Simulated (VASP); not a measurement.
A run of VASP 6.6.1 is set up as follows.

Contents of INCAR:

```
SYSTEM = ZrB
PREC = Accurate
ENCUT = 520
EDIFF = 1E-6
ISMEAR = 0
SIGMA = 0.1
LREAL = .FALSE.
LASPH = .TRUE.
NELM = 100
ALGO = Normal
ISIF = 2
LWAVE = .FALSE.
LCHARG = .FALSE.
GGA = PE
NBANDS = 23
```

KPOINTS

```
Automatic mesh
0
G
  12 12 10
  0 0 0
```

The input POSCAR:

```
ZrB
1.0
    2.4520505267      2.4520505267      0.0000000000
   -2.4520505267      2.4520505267      0.0000000000
    0.0000000000      0.0000000000      4.7079370114
Zr B
2 2
Direct
    0.0000000000      0.0000000000      0.0000000000
    0.5000000000      0.5000000000      0.5000000000
    0.5000000000      0.5000000000      0.0000000000
    0.0000000000      0.0000000000      0.5000000000
```

Potentials or basis: VASP PAW PBE potentials, release 64 (Zr_sv, B).

Run with:

```console
$ cat potpaw_PBE.64/Zr_sv/POTCAR potpaw_PBE.64/B/POTCAR > POTCAR
$ mpirun -np 1 vasp_std > vasp.out
```

(1) What does it give for the pressure?

(2) Estimate the band gap on the k mesh.

Results:

(1) 7.7 GPa.

(2) zero (band 15 reaches 10.01 eV, above the bottom of band 16 at 6.66 eV).

Caveat: the cell differs from its parent crystal (strain along c alone, the other axes held: -4.0 %).
